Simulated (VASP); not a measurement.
Runs of VASP 6.6.1 on AlGaN2. The structure is that of space group P-4m2 (No. 115), or close to it. The cells are those of the table. 

```csv
cell,gap on the mesh (eV),pressure (GPa),largest force (eV/Å)
"a = 3.109, b = 3.109, c = 4.424 Å, 4 atoms",3.00,-0.2,0.19
"a = 3.172, b = 3.172, c = 4.424 Å, 4 atoms",2.73,-7.8,(c)
"a = 3.094, b = 3.094, c = 4.424 Å, 4 atoms",3.07,1.9,0.20
"a = 3.078, b = 3.078, c = 4.424 Å, 4 atoms",(b),4.1,0.22
"a = 3.188, b = 3.188, c = 4.424 Å, 4 atoms",(a),-9.5,0.14
"a = 3.157, b = 3.157, c = 4.424 Å, 4 atoms",2.80,-6.0,0.16
"a = 3.125, b = 3.125, c = 4.424 Å, 4 atoms",2.94,(d),0.18
```

Alike in all rows: task single point; level LDA; potentials or basis VASP PAW LDA potentials, release 64 (Al, Ga_d, N); no spin polarisation; k mesh 8 × 8 × 6; cutoff (eV) 520; smearing gaussian 0.05 eV.

Question: Fill in the values left out.

Answer: (a) 2.67; (b) 3.14; (c) 0.15; (d) -2.2.

A k mesh can miss the band edges, and the runs leave out spin-orbit coupling on Ga.
